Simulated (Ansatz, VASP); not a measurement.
## One calculation of SnO2, two programs

INCAR

```
ALGO = Normal
EDIFF = 1E-7
ENCUT = 520
ISIF = 2
ISMEAR = 0
LASPH = T
LCHARG = F
LREAL = F
LWAVE = F
NBANDS = 35
NELM = 60
PREC = Accurate
SIGMA = 0.05
```

File KPOINTS:

```
k-points
0
Gamma
  6 6 8
```

Contents of POSCAR:

```
SnO2
1.0
    4.7373500000      0.0000000000      0.0000000000
    0.0000000000      4.7373500000      0.0000000000
    0.0000000000      0.0000000000      3.1864000000
Sn O
2 4
Direct
    0.0068813212     -0.0021783254      0.0105167222
    0.4887684902      0.5083955679      0.4518197359
    0.2948800919      0.3058058980     -0.0148690280
    0.1936124257      0.8121812063      0.5166222451
    0.7131069943      0.6970330824      0.0364981425
    0.8027506766      0.1787625708      0.4994121822
```

Input for Ansatz:

```yaml
crystal:
  lattice:
    - [4.73735, 0.0, 0.0]
    - [0.0, 4.73735, 0.0]
    - [0.0, 0.0, 3.1864]
  atoms:
    - { symbol: Sn, position: [0.0068813212, -0.0021783254, 0.0105167222] }
    - { symbol: Sn, position: [0.4887684902, 0.5083955679, 0.4518197359] }
    - { symbol: O, position: [0.2948800919, 0.305805898, -0.014869028] }
    - { symbol: O, position: [0.1936124257, 0.8121812063, 0.5166222451] }
    - { symbol: O, position: [0.7131069943, 0.6970330824, 0.0364981425] }
    - { symbol: O, position: [0.8027506766, 0.1787625708, 0.4994121822] }
basis:
  ecutwfc: 420
kpoints:
  mp_grid: { grid: [6, 6, 8] }
hamiltonian:
  xc: lda
scf:
  occupations: { method: gaussian, width: 0.05 }
output:
  forces: true
  stress: true
  eigenvalues: true
```

Change from the starting cell: all atoms moved at random (sigma 0.06 Å a component).

Alike in both runs: task single point; functional LDA; k mesh 6 × 6 × 8; occupations gaussian, width 0.05 eV; no spin polarisation.

|  | VASP | Ansatz |
| --- | --- | --- |
| version | VASP 6.6.1 | Ansatz 0.2.0 |
| potentials or method | VASP PAW LDA potentials, release 64 (Sn_d, O), cutoff 520 eV | scalar-relativistic, plane waves, PAW |
| valence electrons in the cell | 52 | 52 |

```csv
,VASP,Ansatz,Ansatz less VASP
gap on the k mesh at the Fermi level (eV),0.99,0.97,-0.028
least direct gap on the mesh (eV),0.99,0.97,-0.028
pressure (GPa),3.6,2.6,-1.03
"traceless stress, the component that is largest in VASP (GPa)",3.30,3.23,-0.071
rms of the force components (eV/Å),1.130,1.103,-0.0276
```

LDA's correlation is that of Perdew and Zunger in VASP and of Perdew and Wang (1992) in Ansatz. Atom by atom the forces differ by 0.032 eV/Å (rms over components).
